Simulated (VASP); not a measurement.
A run of VASP 6.6.1 is set up as follows.

The input INCAR:

```
PREC = Accurate ; ENCUT = 500
EDIFF = 1E-7 ; ISMEAR = 0
SIGMA = 0.15 ; LREAL = F
LASPH = T ; NELM = 120
ALGO = Normal ; ISIF = 3
LWAVE = F ; LCHARG = F
GGA = PE ; IBRION = 2
NSW = 36 ; EDIFFG = -0.08
GGA_COMPAT = F ; NELMIN = 4
```

KPOINTS

```
Automatic mesh
0
Gamma
  2 2 2
```

Contents of POSCAR:

```
Sn2PdSe5
1.0
    7.0734040800      0.0000000000      0.0000000000
   -3.5367020400      6.1257476300      0.0000000000
    0.0000000000      0.0000000000      5.4615793200
Sn Pd Se
2 1 5
Direct
    0.3333333300      0.6666666700      0.5000000000
    0.6666666700      0.3333333300      0.5000000000
    0.0000000000      0.0000000000      0.5000000000
    0.5000000000      0.0000000000      0.5000000000
    0.0000000000      0.5000000000      0.5000000000
    0.5000000000      0.5000000000      0.5000000000
    0.3333333300      0.6666666700      0.0000000000
    0.6666666700      0.3333333300      0.0000000000
```

Potentials or basis: VASP PAW PBE potentials, release 64 (Sn_d, Pd, Se).

Launch:

```console
$ cat potpaw_PBE.64/Sn_d/POTCAR potpaw_PBE.64/Pd/POTCAR potpaw_PBE.64/Se/POTCAR > POTCAR
$ mpirun -np 1 vasp_std > vasp.out
```

Task: Estimate the band gap on the k mesh.

Result: Zero (bands 34 and 35 overlap by 0.81 eV).

Task: What does it give for the relaxed volume?

Result: 47.03 Å³/atom.

Task: Estimate the relaxed cell.

Result: a = 9.087 Å, b = 9.087 Å, c = 5.261 Å, α = 90.00°, β = 90.00°, γ = 120.00°.

Task: Predict the space group after relaxing (to 0.1 Å).

Result: P6/mmm (No. 191).

Step by step:
| step | energy change (eV) | largest force (eV/Å) | pressure (GPa) | volume (Å³) |
| --- | --- | --- | --- | --- |
| 1 | 0.0000 | 0.0000 | 38.33 | 236.65 |
| 2 | -13.0596 | 0.0000 | -3.60 | 546.21 |
| 3 | -15.5318 | 0.0000 | -0.33 | 382.09 |
| 4 | -15.5357 | 0.0000 | -1.34 | 401.40 |
| 5 | -15.5543 | 0.0000 | -0.92 | 392.72 |
| 6 | -15.5528 | 0.0000 | -0.73 | 389.19 |
| 7 | -15.7363 | 0.0000 | -0.04 | 376.53 |
| 8 | -15.7524 | 0.0000 | 0.28 | 372.29 |
| 9 | -15.7524 | 0.0000 | 0.31 | 371.93 |
| 10 | -15.7591 | 0.0000 | 0.05 | 376.21 |

Caveat: the k points lie up to 0.60 Å⁻¹ apart in the final cell, too coarse for converged energies and pressures of a metal; the volume moved by over 15 % at a fixed basis, so the end points are rough; spin-orbit coupling is left out, which moves the levels of the heavy elements.
